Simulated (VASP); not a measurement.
Wanted: the native input for a VASP 6.6.1 run.

- Task: relaxation of cell and atoms
- Functional: PBE
- Potentials or basis: VASP PAW PBE potentials, release 64 (Ba_sv, H)
- Cutoff: 600 eV
- k mesh: 6 × 6 × 2
- Occupations: gaussian, width 0.1 eV
- Spin: no spin polarisation
- Dipole correction: no
- Further INCAR settings: ALGO = Normal; EDIFF = 1e-07; IBRION = 2; EDIFFG = -0.04; NSW = 90; ISIF = 3

The structure of BaH lies in POSCAR:

```
BaH
1.0
    3.8510925900      0.0000000000      0.0000000000
   -1.9255463000      3.3351440200      0.0000000000
    0.0000000000      0.0000000000     12.9776546400
Ba H
4 4
Direct
    0.0000000000      0.0000000000      0.0000000000
    0.0000000000      0.0000000000      0.5000000000
    0.3333333300      0.6666666700      0.7500000000
    0.6666666700      0.3333333300      0.2500000000
    0.3333333300      0.6666666700      0.1250000000
    0.6666666700      0.3333333300      0.6250000000
    0.3333333300      0.6666666700      0.3750000000
    0.6666666700      0.3333333300      0.8750000000
```

The cell was generated, and may not be a known phase.

The input as run:

INCAR

```
SYSTEM = BaH
PREC = Accurate ; ENCUT = 600
EDIFF = 1E-7 ; ISMEAR = 0
SIGMA = 0.1 ; LREAL = .FALSE.
LASPH = .TRUE. ; NELM = 80
ALGO = Normal ; ISIF = 3
LWAVE = .FALSE. ; LCHARG = .FALSE.
GGA = PE ; IBRION = 2
NSW = 90 ; EDIFFG = -0.04
```

KPOINTS

```
Automatic mesh
0
G
  6 6 2
  0 0 0
```

Potentials or basis: VASP PAW PBE potentials, release 64 (Ba_sv, H).

Launch:

```bash
$ cat potpaw_PBE.64/Ba_sv/POTCAR potpaw_PBE.64/H/POTCAR > POTCAR
$ mpirun -np 1 vasp_std > vasp.out
```

It gave:

- Relaxed volume: 25.33 Å³/atom
- Relaxed cell: a = 4.211 Å, b = 4.211 Å, c = 13.198 Å, α = 90.00°, β = 90.00°, γ = 120.00°
- Space group after relaxing (to 0.1 Å): P6_3/mmc (No. 194)
- Energy gained by relaxing: 85.1 meV/atom
- Ionic steps: 12
- Pressure after relaxing: 0.2 GPa
- Largest force after relaxing: 0.027 eV/Å
- Band gap on the k mesh: zero (bands 22 and 23 overlap by 0.34 eV)

Caveat: the volume moved by over 15 % at a fixed basis, so the end points are rough; spin-orbit coupling is left out, which moves the levels of the heavy elements.

It took 20 min on 1 thread of Oxide Virtual Turin-like Processor, with other jobs on the host, peak memory 0.34 GiB.
